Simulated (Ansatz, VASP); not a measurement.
**Bi: VASP beside Ansatz**

```
CELL_PARAMETERS angstrom
-1.99455 1.99455 1.99455
1.99455 -1.99455 1.99455
1.99455 1.99455 -1.99455
ATOMIC_POSITIONS crystal
Bi 0.00000 0.00000 0.00000
```

Change from the starting cell: volume scaled by 1.02.

Alike in both runs: task single point; functional LDA; k mesh 9 × 9 × 9; occupations fermi-dirac, width 0.05 eV; no spin polarisation.

|  | VASP | Ansatz |
| --- | --- | --- |
| version | VASP 6.6.1 | Ansatz 0.2.0 |
| potentials or method | VASP PAW LDA potentials, release 64 (Bi_d), cutoff 520 eV | all-electron LAPW, scalar-relativistic |

VASP gave:

```
gap on the k mesh at the Fermi level (eV) : none
pressure (GPa)                            : -4.1
```

Problem. Which values does Ansatz return?

Solution. gap on the k mesh at the Fermi level (eV): none; pressure (GPa): -4.2.

LDA's correlation is that of Perdew and Zunger in VASP and of Perdew and Wang (1992) in Ansatz. A gap of «none» marks a metal or a gap that the smearing closes. Ansatz ran all-electron here, and VASP with PAW potentials.

Neither program's run includes spin-orbit coupling.
